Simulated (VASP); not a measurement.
NaH (wurtzite type): single point with PBE

Crystal: NaH (wurtzite type).

```xyz
4
Lattice="3.9719 0.0000 0.0000 -1.9859 3.4397 0.0000 0.0000 0.0000 4.8741" Properties=species:S:1:pos:R:3 pbc="T T T"
Na    0.0000    2.2932   -0.3022
Na    1.9859    1.1466    2.1348
H     0.0000    2.2932    2.1348
H     1.9859    1.1466    4.5719
```

```yaml
Program: VASP 6.6.1
Task: single point
Functional: PBE
Potentials_or_basis: VASP PAW PBE potentials, release 64 (Na_pv, H)
Cutoff: 520 eV
k_mesh: 14 × 14 × 8
Occupations: fermi-dirac, width 0.03 eV
Spin: no spin polarisation
Dipole_correction: no
Further_INCAR_settings: ALGO = Normal; EDIFF = 1e-07; NBANDS = 16
```

The pressure is 0.0 GPa and the band gap on the k mesh is 3.38 eV (least direct gap 4.08 eV).

Levels at points of the mesh, in eV from the valence-band top:
```tsv
k point	band 4	band 5	band 6	band 7	band 8	band 9	band 10	band 11	band 12	band 13
(0.00, 0.00, 0.00)	-22.25	-22.25	-22.24	-3.28	-0.02	4.85	7.91	10.24	10.24	10.54
(0.50, 0.00, 0.00)	-22.27	-22.26	-22.25	-1.48	-0.59	3.87	7.46	7.51	7.81	7.85
(0.00, 0.00, 0.50)	-22.27	-22.27	-22.27	-1.99	-1.99	6.87	6.87	11.01	11.01	11.01
(0.50, 0.00, 0.50)	-22.27	-22.25	-22.25	-0.81	-0.81	3.95	3.95	8.44	8.44	9.14
```

It took 3.1 min on 1 thread of Intel Xeon 8259CL, with other jobs on the host, peak memory 0.24 GiB.

A k mesh can miss the band edges.
